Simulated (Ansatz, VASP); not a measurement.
# Two plane-wave programs on HfScS3

```
Hf Sc S
1.0
     4.97173    0.00000    0.00000
     0.00000    4.97173    0.00000
     0.00000    0.00000    5.13470
Hf Sc S
1 1 3
Direct
  0.50000 0.50000 0.36227
  0.00000 0.00000 0.31108
  0.50000 0.50000 0.90766
  0.00000 0.50000 0.43950
  0.50000 0.00000 0.43950
```

Alike in both runs: functional PBE; k mesh 4 × 4 × 4; occupations gaussian, width 0.1 eV; no spin polarisation.

Ansatz relaxed the structure, and its values are those at the end. VASP's run is a single point on that final structure, the one shown.

```csv
,VASP,Ansatz
version,VASP 6.6.1,Ansatz 0.2.0
potentials or method,"VASP PAW PBE potentials, release 64 (Hf_pv, Sc_sv, S), cutoff 520 eV","scalar-relativistic, plane waves, PAW"
valence electrons in the cell,39,55
```

```tsv
	VASP	Ansatz	Ansatz less VASP
gap on the k mesh at the Fermi level (eV)	none	none	-
pressure (GPa)	-0.2	0.0	+0.21
rms of the force components (eV/Å)	0.012	0.001	-0.0109
```

A gap of «none» marks a metal or a gap that the smearing closes. With one functional, cell and mesh, what is left measures potentials, basis and numerics. VASP's potentials hold 39 valence electrons a cell and Ansatz's 55, so a difference there can come from the potentials and not from the codes.

Neither program's run includes spin-orbit coupling.
